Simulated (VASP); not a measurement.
Set up this calculation in VASP 6.6.1, as the native input.

```yaml
Task: relaxation of cell and atoms
Functional: PBE
Dispersion: D3(BJ)
Potentials_or_basis: VASP PAW PBE potentials, release 64 (B, P)
Cutoff: 500 eV
k_mesh: 10 × 10 × 10
Occupations: gaussian, width 0.02 eV
Spin: no spin polarisation
Dipole_correction: no
Further_INCAR_settings: ALGO = Normal; EDIFF = 1e-07; IBRION = 2; EDIFFG = -0.002; NSW = 100; ISIF = 3
```

The structure of BP (d3) lies in POSCAR:

```
BP
1.0
    0.0000000000      2.2690000000      2.2690000000
    2.2690000000      0.0000000000      2.2690000000
    2.2690000000      2.2690000000      0.0000000000
B P
1 1
Direct
    0.0000000000      0.0000000000      0.0000000000
    0.2500000000      0.2500000000      0.2500000000
```

One way to write it, as run:

INCAR

```
SYSTEM = BP
ALGO = Normal
EDIFF = 1E-7
EDIFFG = -0.002
ENCUT = 500
GGA = PE
GGA_COMPAT = .False.
IBRION = 2
ISIF = 3
ISMEAR = 0
IVDW = 12
LASPH = .True.
LCHARG = .False.
LREAL = .False.
LWAVE = .False.
NELM = 120
NELMIN = 4
NSW = 100
PREC = Accurate
SIGMA = 0.02
```

KPOINTS

```
k-points
0
Gamma
  10 10 10
  0 0 0
```

Potentials or basis: VASP PAW PBE potentials, release 64 (B, P).

The run is started by

```bash
$ cat potpaw_PBE.64/B/POTCAR potpaw_PBE.64/P/POTCAR > POTCAR
$ mpirun -np 1 vasp_std > vasp.out
```

It gave:

```yaml
Relaxed_volume: 11.43 Å³/atom
Relaxed_cell: a = 3.186 Å, b = 3.186 Å, c = 3.186 Å, α = 60.00°, β = 60.00°, γ = 60.00°
Space_group_after_relaxing_to_0.05_Å: F-43m (No. 216)
Energy_gained_by_relaxing: 2.8 meV/atom
Ionic_steps: 3
Pressure_after_relaxing: 0.0 GPa
Band_gap_on_the_k_mesh: 1.21 eV, indirect (least direct gap 3.43 eV)
Dispersion_energy_per_atom: -0.331 eV
```

Run time: 12 s on 1 thread of AMD EPYC 9R45 96-Core Processor (Zen 5), on a shared host, peak memory 0.11 GiB.
